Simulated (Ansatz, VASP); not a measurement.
# Pt2I in VASP and in Ansatz

Contents of POSCAR:

```
Pt2I
1.0
   -6.1671480000      0.0000000000      0.0000000000
    0.0000000000      0.0000000000      4.5372590000
    0.0000000000      5.3301780000      2.2686300000
Pt I
4 2
Direct
    0.7500000000      0.6200000000      0.7600000000
    0.2500000000      0.3800000000      0.2400000000
    0.0000000000      0.0000000000      0.0000000000
    0.5000000000      0.0000000000      0.0000000000
    0.7500000000      0.3300000000      0.3400000000
    0.2500000000      0.6700000000      0.6600000000
```

Contents of INCAR.step1:

```
SYSTEM = Pt2I
PREC = Accurate
ENCUT = 520
ISMEAR = 0
SIGMA = 0.0916
LREAL = .FALSE.
LASPH = .TRUE.
NELM = 60
NBANDS = 36
GGA = PE
ALGO = Normal
EDIFF = 1E-4
LWAVE = .TRUE.
LCHARG = .FALSE.
```

The input INCAR.step2:

```
SYSTEM = Pt2I
PREC = Accurate
ENCUT = 520
EDIFF = 1E-7
ISMEAR = 0
SIGMA = 0.0916
LREAL = .FALSE.
LASPH = .TRUE.
NELM = 60
ALGO = Normal
ISIF = 2
LWAVE = .FALSE.
LCHARG = .FALSE.
METAGGA = R2SCAN
LMIXTAU = .TRUE.
NBANDS = 36
ISTART = 1
```

File KPOINTS:

```
regular mesh
0
G
  3 4 4
  0 0 0
```

Input for Ansatz:

```yaml
crystal:
  lattice:
    - [-6.167148, 0.0, 0.0]
    - [0.0, 0.0, 4.537259]
    - [0.0, 5.330178, 2.26863]
  atoms:
    - { symbol: Pt, position: [0.75, 0.62, 0.76] }
    - { symbol: Pt, position: [0.25, 0.38, 0.24] }
    - { symbol: Pt, position: [0.0, 0.0, 0.0] }
    - { symbol: Pt, position: [0.5, 0.0, 0.0] }
    - { symbol: I, position: [0.75, 0.33, 0.34] }
    - { symbol: I, position: [0.25, 0.67, 0.66] }
  symmetry: { tolerance: 0.0003 }
kpoints:
  mp_grid: { grid: [3, 4, 4], shift: [0, 0, 0] }
magnetization:
  spin_polarized: false
scf:
  occupations: { method: gaussian, width: 0.0916 }
hamiltonian:
  pseudopotentials: { kind: paw }
  xc: r2scan
basis:
  ecutwfc: 500
output:
  forces: true
  stress: true
  eigenvalues: true
```

Alike in both runs: task single point; functional r2SCAN; k mesh 3 × 4 × 4; occupations gaussian, width 0.0916 eV; no spin polarisation.

|  | VASP | Ansatz |
| --- | --- | --- |
| version | VASP 6.6.1 | Ansatz 0.2.0 |
| potentials or method | VASP PAW PBE potentials, release 64 (Pt, I), cutoff 520 eV | PAW plane waves |
| valence electrons in the cell | 54 | 106 |

|  | VASP | Ansatz | Ansatz less VASP |
| --- | --- | --- | --- |
| gap on the k mesh at the Fermi level (eV) | none | none | - |
| pressure (GPa) | -16.8 | -16.7 | +0.05 |
| traceless stress, the component that is largest in VASP (GPa) | 4.99 | 4.99 | -0.001 |
| rms of the force components (eV/Å) | 0.270 | 0.271 | +0.0009 |

VASP's potentials were made for PBE, not for r2SCAN. Atom by atom the forces differ by 0.001 eV/Å (rms over components). A gap of «none» marks a metal or a gap that the smearing closes. VASP's potentials hold 54 valence electrons a cell and Ansatz's 106, so a difference there can come from the potentials and not from the codes.

The k mesh is coarse, so the values compare programs but aren't converged. Spin-orbit coupling is off throughout.
